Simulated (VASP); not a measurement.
# Mg3CdS4 (P-4m2) in VASP: single point with PBE

Aim: the single point of Mg3CdS4 with PBE.

Program: VASP 6.6.1. These are calculated values, not measurements. Logs are shortened: lines on timing, memory, paths and dates and some standing lists are left out, and cuts for length are marked.

### 1 The cell of the first run

It takes space group P-4m2 (No. 115, tetragonal). The conventional cell has a = 4.077 Å, b = 4.077 Å, c = 11.460 Å, α = 90.00°, β = 90.00°, γ = 90.00°. Mg (site symmetry 2mm) has 4 S at 2.47 Å within 3.3 Å. Mg (site symmetry -4m2) has 4 S at 2.47 Å within 3.3 Å. Within 3.4 Å of Cd (site symmetry -4m2) lie 4 S at 2.56 Å. Within 3.3 Å of S (site symmetry 2mm) lie 2 Mg at 2.47 Å and 2 Cd at 2.56 Å. S (site symmetry 2mm) has 4 Mg at 2.47 Å within 3.3 Å.

### 2 Single point, PBE

POSCAR reads:

```
Mg3CdS4
1.0
    4.0769351230      0.0000000000      0.0000000000
    0.0000000000      4.0769351230      0.0000000000
    0.0000000000      0.0000000000     11.4599552383
Mg Cd S
3 1 4
Direct
    0.0000000000      0.0000000000      0.7444175157
    0.0000000000      0.0000000000      0.2555824843
    0.5000000000      0.5000000000      0.5000000000
    0.5000000000      0.5000000000      0.0000000000
    0.5000000000      0.0000000000      0.1345312479
    0.0000000000      0.5000000000      0.3777970514
    0.5000000000      0.0000000000      0.6222029486
    0.0000000000      0.5000000000      0.8654687521
```

INCAR.step1 reads:

```
PREC = Accurate
ENCUT = 520
EDIFF = 1E-6
ISMEAR = 0
SIGMA = 0.02
LREAL = False
LASPH = True
NELM = 100
ALGO = Normal
ISIF = 2
LWAVE = False
LCHARG = True
GGA = PE
NBANDS = 31
```

KPOINTS.step1 reads:

```
regular mesh
0
Gamma
  6 6 2
```

INCAR.step2 reads:

```
PREC = Accurate
ENCUT = 520
EDIFF = 1E-6
ISMEAR = -5
SIGMA = 0.02
LREAL = False
LASPH = True
NELM = 100
ALGO = Normal
ISIF = 2
LWAVE = False
LCHARG = False
GGA = PE
LORBIT = 10
NEDOS = 1001
ICHARG = 11
```

KPOINTS.step2 reads:

```
regular mesh
0
Gamma
  9 9 3
```

Potentials or basis: VASP PAW PBE potentials, release 64 (Mg, Cd, S).

Launch:

```bash
> cat potpaw_PBE.64/Mg/POTCAR potpaw_PBE.64/Cd/POTCAR potpaw_PBE.64/S/POTCAR > POTCAR
> cp INCAR.step1 INCAR
> cp KPOINTS.step1 KPOINTS
> mpirun -np 1 vasp_std > vasp.out
> cp INCAR.step2 INCAR
> cp KPOINTS.step2 KPOINTS
> mpirun -np 1 vasp_std > vasp.out
```

OUTCAR:

```text
PREC = Accurate
   ENCUT = 520
   EDIFF = 1E-6
   ISMEAR = -5
   LREAL = False
   LASPH = True
   NELM = 100
   ISIF = 2
   GGA = PE
   LORBIT = 10
   ICHARG = 11

 ion  position               nearest neighbor table
   1  0.000  0.000  0.744-   8 2.47   8 2.47   7 2.47   7 2.47
   2  0.000  0.000  0.256-   5 2.47   5 2.47   6 2.47   6 2.47
   3  0.500  0.500  0.500-   6 2.47   7 2.47   7 2.47   6 2.47
   4  0.500  0.500  0.000-   5 2.56   8 2.56   5 2.56   8 2.56
   5  0.500  0.000  0.135-   2 2.47   2 2.47   4 2.56   4 2.56
   6  0.000  0.500  0.378-   3 2.47   3 2.47   2 2.47   2 2.47
   7  0.500  0.000  0.622-   3 2.47   3 2.47   1 2.47   1 2.47
   8  0.000  0.500  0.865-   1 2.47   1 2.47   4 2.56   4 2.56

  LATTYP: Found a simple tetragonal cell.
 ALAT       =     4.0769351230
 C/A-ratio  =     2.8109241115

  Lattice vectors:

 A1 = (   4.0769351230,   0.0000000000,   0.0000000000)
 A2 = (   0.0000000000,   4.0769351230,   0.0000000000)
 A3 = (   0.0000000000,   0.0000000000,  11.4599552383)

Analysis of symmetry for initial positions (statically):
=====================================================================
 Subroutine PRICEL returns:
 Original cell was already a primitive cell.

 Routine SETGRP: Setting up the symmetry group for a
 simple tetragonal supercell.

 Subroutine GETGRP returns: Found  8 space group operations
 (whereof  8 operations were pure point group operations)
 out of a pool of 16 trial point group operations.

The static configuration has the point symmetry D_2d.

Analysis of symmetry for dynamics (positions and initial velocities):
=====================================================================
 Subroutine PRICEL returns:
 Original cell was already a primitive cell.

 Routine SETGRP: Setting up the symmetry group for a
 simple tetragonal supercell.

 Subroutine GETGRP returns: Found  8 space group operations
 (whereof  8 operations were pure point group operations)
 out of a pool of 16 trial point group operations.

The dynamic configuration has the point symmetry D_2d.

 Subroutine INISYM returns: Found  8 space group operations
 (whereof  8 operations are pure point group operations),
 and found     1 'primitive' translations

----------------------------------------------------------------------------------------

                                     Primitive cell

  volume of cell :     190.4805

  direct lattice vectors                    reciprocal lattice vectors
     4.076935123  0.000000000  0.000000000     0.245282294  0.000000000  0.000000000
     0.000000000  4.076935123  0.000000000     0.000000000  0.245282294  0.000000000
     0.000000000  0.000000000 11.459955238     0.000000000  0.000000000  0.087260376

  length of vectors
     4.076935123  4.076935123 11.459955238     0.245282294  0.245282294  0.087260376

  position of ions in fractional coordinates (direct lattice)
     0.000000000  0.000000000  0.744417516
     0.000000000  0.000000000  0.255582484
     0.500000000  0.500000000  0.500000000
     0.500000000  0.500000000  0.000000000
     0.500000000  0.000000000  0.134531248
     0.000000000  0.500000000  0.377797051
     0.500000000  0.000000000  0.622202949
     0.000000000  0.500000000  0.865468752

  ion indices of the primitive-cell ions
   primitive index   ion index
                 1           1
                 2           2
                 3           3
                 4           4
                 5           5
                 6           6
                 7           7
                 8           8

----------------------------------------------------------------------------------------

 KPOINTS: regular mesh

Automatic generation of k-mesh.
 Grid dimensions read from file:
 generate k-points for:    9    9    3

 Generating k-lattice:

  Cartesian coordinates                     Fractional coordinates (reciprocal lattice)
     0.027253588  0.000000000  0.000000000     0.111111111  0.000000000  0.000000000
     0.000000000  0.027253588  0.000000000     0.000000000  0.111111111  0.000000000
     0.000000000  0.000000000  0.029086792     0.000000000  0.000000000  0.333333333

  Length of vectors
     0.027253588  0.027253588  0.029086792

  Shift w.r.t. Gamma in fractional coordinates (k-lattice)
     0.000000000  0.000000000  0.000000000

 TETIRR: Found    352 inequivalent tetrahedra from     1458

 Subroutine IBZKPT returns following result:
 ===========================================

 Found     30 irreducible k-points:

 Following reciprocal coordinates:
            Coordinates               Weight
  0.000000  0.000000  0.000000      1.000000
  0.111111  0.000000  0.000000      4.000000
  0.222222  0.000000  0.000000      4.000000
  0.333333  0.000000  0.000000      4.000000
  0.444444  0.000000  0.000000      4.000000
  0.111111  0.111111  0.000000      4.000000
[... 16 lines left out ...]
  0.333333  0.111111  0.333333     16.000000
  0.444444  0.111111  0.333333     16.000000
 [... further k-points ...]
   k-points           NKPTS =     30   k-points in BZ     NKDIM =     30   number of bands    NBANDS=     26
   number of dos      NEDOS =   1001   number of ions     NIONS =      8
   total plane-waves  NPLWV =  81000
   dimension x,y,z NGX =    30 NGY =   30 NGZ =   90
   dimension x,y,z NGXF=    60 NGYF=   60 NGZF=  180
   ions per type =               3   1   4
   NGX,Y,Z   is equivalent  to a cutoff of  12.23, 12.23, 13.06 a.u.
   NGXF,Y,Z  is equivalent  to a cutoff of  24.47, 24.47, 26.11 a.u.
 SYSTEM =  unknown system
   PREC   = accura    normal or accurate (medium, high low for compatibility)
   ISTART =      0    job   : 0-new  1-cont  2-samecut
   ICHARG =     11    charge: 1-file 2-atom 10-const
   ISPIN  =      1    spin polarized calculation?
   LNONCOLLINEAR =      F non collinear calculations
   LSORBIT =      F    spin-orbit coupling
   LASPH  =      T    aspherical Exc in radial PAW
   ENCUT  =  520.0 eV  38.22 Ry    6.18 a.u.   7.58  7.58 21.31*2*pi/ulx,y,z
   NELM   =    100;   NELMIN=  2; NELMDL=  0     # of ELM steps
   EDIFF  = 0.1E-05   stopping-criterion for ELM
   LREAL  =      F    real-space projection
   EDIFFG = 0.1E-04   stopping-criterion for IOM
   NSW    =      0    number of steps for IOM
   IBRION =     -1    ionic relax: 0-MD 1-quasi-New 2-CG
   NFREE  =      0    steps in history (QN), initial steepest desc. (CG)
   ISIF   =      2    stress and relaxation
   ISYM   =      2    0-nonsym 1-usesym 2-fastsym
   POTIM  = 0.5000    time-step for ionic-motion
   TEBEG  =    0.0;   TEEND  =   0.0 temperature during run
   PSTRESS=    0.0 pullay stress
   NELECT =      42.0000    total number of electrons
   NUPDOWN=      -1.0000    fix difference up-down
   EMIN   =  10.00;   EMAX   =-10.00  energy-range for DOS
   EFERMI =   0.00;   METHOD = LEGACY
   ISMEAR =    -5;   SIGMA  =   0.02  broadening in eV -4-tet -1-fermi 0-gaus
   EFERMI_NEDOS =   21; number of points for ismear=-14 and -15
   IALGO  =     38    algorithm
   IMIX   =      4    mixing-type and parameters
     AMIX     =   0.40;   BMIX     =  1.00
     AMIX_MAG =   1.60;   BMIX_MAG =  1.00
  volume/ion in A,a.u.               =      23.81       160.68
  Fermi-wavevector in a.u.,A,eV,Ry     =   0.989026  1.868988 13.308847  0.978173
  Thomas-Fermi vector in A             =   2.120595
   LORBIT       =     10    0 simple, 1 ext, 2 COOP (PROOUT), +10 PAW based schemes
   GGA     = PE    functional components
   LHFCALC =     F    Hartree Fock is set to
   AEXX    =    0.0000 exact exchange contribution
   IVDW    =     0    specifies the selected vdW correction
   LEPSILON=     F    determine dielectric tensor
   LRPA    =     F    only Hartree local field effects (RPA)
 non-spin polarized calculation
 Fermi weights with tetrahedron method with Bloechl corrections
  energy-cutoff  :      520.00
  volume of cell :      190.48
 maximum number of plane-waves:      5163

 number of electron      41.9999977 magnetization

 Free energy of the ion-electron system (eV)
  ---------------------------------------------------
  ext. energy  EPLUGINS =         0.00000000
  ---------------------------------------------------
  free energy    TOTEN  =       -31.55223965 eV

  energy without entropy =      -31.55223965  energy(sigma->0) =      -31.55223965

 E-fermi :   1.0572     XC(G=0):  -8.4926

 val. band max:        1.0558210741   @ k =   0.0000   0.0000   0.0000
 cond. band min:       3.5875018172   @ k =   0.0000   0.0000   0.0000
 fundamental gap:      2.5316807431
 Fermi energy:         1.0572044073

 k-point     1 :       0.0000    0.0000    0.0000
  band No.  band energies     occupation
      1     -10.5051      2.00000
      2     -10.2044      2.00000
      3     -10.0775      2.00000
      4      -9.6674      2.00000
      5      -5.9636      2.00000
      6      -5.9636      2.00000
[... 18 lines left out ...]
     25       5.7564      0.00000
     26       6.2053      0.00000

 k-point     2 :       0.1111    0.0000    0.0000
  band No.  band energies     occupation
      1     -10.4657      2.00000
      2     -10.1825      2.00000
      3     -10.0537      2.00000
      4      -9.6657      2.00000
      5      -5.9617      2.00000
      6      -5.9613      2.00000
[... 18 lines left out ...]
     25       5.9475      0.00000
     26       6.4685      0.00000

 k-point     3 :       0.2222    0.0000    0.0000
  band No.  band energies     occupation
      1     -10.3580      2.00000
      2     -10.1265      2.00000
      3      -9.9910      2.00000
      4      -9.6684      2.00000
      5      -5.9555      2.00000
      6      -5.9428      2.00000
[... 18 lines left out ...]
     25       6.1088      0.00000
     26       7.1390      0.00000

 k-point     4 :       0.3333    0.0000    0.0000
  band No.  band energies     occupation
      1     -10.2141      2.00000
      2     -10.0633      2.00000
      3      -9.9111      2.00000
      4      -9.6935      2.00000
      5      -5.9487      2.00000
      6      -5.9075      2.00000
[... 18 lines left out ...]
     25       6.1873      0.00000
     26       7.5346      0.00000

 k-point     5 :       0.4444    0.0000    0.0000
  band No.  band energies     occupation
      1     -10.0922      2.00000
      2     -10.0301      2.00000
      3      -9.8312      2.00000
      4      -9.7527      2.00000
      5      -5.9441      2.00000
      6      -5.8807      2.00000
[... 18 lines left out ...]
     25       6.7953      0.00000
     26       7.4610      0.00000

 k-point     6 :       0.1111    0.1111    0.0000
  band No.  band energies     occupation
      1     -10.4275      2.00000
      2     -10.1611      2.00000
      3     -10.0300      2.00000
      4      -9.6627      2.00000
      5      -5.9671      2.00000
      6      -5.9453      2.00000
[... 427 lines left out ...]
 k-point    21 :       0.1111    0.1111    0.3333
  band No.  band energies     occupation
      1     -10.3909      2.00000
      2     -10.2623      2.00000
      3      -9.9416      2.00000
      4      -9.6863      2.00000
      5      -5.9672      2.00000
      6      -5.9451      2.00000
[... 18 lines left out ...]
     25       5.9994      0.00000
     26       6.7852      0.00000

 k-point    22 :       0.2222    0.1111    0.3333
  band No.  band energies     occupation
      1     -10.2949      2.00000
      2     -10.1785      2.00000
      3      -9.9083      2.00000
      4      -9.6766      2.00000
      5      -5.9562      2.00000
      6      -5.9205      2.00000
[... 18 lines left out ...]
     25       6.4596      0.00000
     26       7.1255      0.00000

 k-point    23 :       0.3333    0.1111    0.3333
  band No.  band energies     occupation
      1     -10.1708      2.00000
      2     -10.0748      2.00000
      3      -9.8665      2.00000
      4      -9.6853      2.00000
      5      -5.9418      2.00000
      6      -5.8841      2.00000
[... 18 lines left out ...]
     25       6.6152      0.00000
     26       7.2199      0.00000

 k-point    24 :       0.4444    0.1111    0.3333
  band No.  band energies     occupation
      1     -10.0683      2.00000
      2     -10.0150      2.00000
      3      -9.8071      2.00000
      4      -9.7320      2.00000
      5      -5.9338      2.00000
      6      -5.8556      2.00000
[... 18 lines left out ...]
     25       6.8041      0.00000
     26       7.1164      0.00000

 [... further k-points ...]
[... 5 lines left out ...]
  --------------------------------------------------------------------------------------
  -------------------------------------------------------------------------------------
  Total       -0.0634620     -0.0634620     -0.0244368      0.0000000      0.0000000     -0.0000000
  in kB       -0.5337940     -0.5337940     -0.2055437      0.0000000      0.0000000     -0.0000000
  external PRESSURE =      -0.4243772 kB  Pullay stress =       0.0000000 kB

 VOLUME and BASIS-vectors are now :
 -----------------------------------------------------------------------------
  energy-cutoff  :      520.00
  volume of cell :      190.48
      direct lattice vectors                 reciprocal lattice vectors
     4.076935123  0.000000000  0.000000000     0.245282294  0.000000000  0.000000000
     0.000000000  4.076935123  0.000000000     0.000000000  0.245282294  0.000000000
     0.000000000  0.000000000 11.459955238     0.000000000  0.000000000  0.087260376

 POSITION                                       TOTAL-FORCE (eV/Angst)
 -----------------------------------------------------------------------------------
      0.00000      0.00000      8.53099         0.000000      0.000000     -0.002546
      0.00000      0.00000      2.92896         0.000000      0.000000      0.002546
      2.03847      2.03847      5.72998         0.000000      0.000000      0.000000
      2.03847      2.03847      0.00000         0.000000     -0.000000      0.000000
      2.03847      0.00000      1.54172         0.000000      0.000000      0.045452
      0.00000      2.03847      4.32954         0.000000      0.000000     -0.000045
      2.03847      0.00000      7.13042         0.000000      0.000000      0.000045
      0.00000      2.03847      9.91823        -0.000000     -0.000000     -0.045452
 -----------------------------------------------------------------------------------
    total drift:                                0.000000      0.000000      0.000000

  FREE ENERGIE OF THE ION-ELECTRON SYSTEM (eV)
  ---------------------------------------------------
  free  energy   TOTEN  =       -31.5522396547 eV

  energy  without entropy=      -31.5522396547  energy(sigma->0) =      -31.55223965

 total charge

# of ion       s       p       d       tot
------------------------------------------
    1        0.162   0.140   0.036   0.338
    2        0.162   0.140   0.036   0.338
    3        0.162   0.139   0.036   0.336
    4        0.417   0.309   9.564  10.290
    5        1.316   2.444   0.000   3.760
    6        1.309   2.493   0.000   3.802
    7        1.309   2.493   0.000   3.802
    8        1.316   2.444   0.000   3.760
--------------------------------------------------
tot          6.154  10.601   9.672  26.427
```

Run time: 3.4 min. Hardware: 1 thread of Intel Xeon Platinum 8488C (Sapphire Rapids), shared host; peak memory 0.34 GiB.

What came out:

```
Valence electrons inside the program's atomic spheres : Mg 0.34; Cd 10.29; S 3.76, 3.80 (each value once)
```

Levels at points of the mesh, in eV from the valence-band top:
| k point | band 18 | band 19 | band 20 | band 21 | band 22 | band 23 | band 24 | band 25 |
| --- | --- | --- | --- | --- | --- | --- | --- | --- |
| (0.00, 0.00, 0.00) | -0.72 | -0.13 | 0.00 | 0.00 | 2.53 | 3.78 | 4.65 | 4.70 |
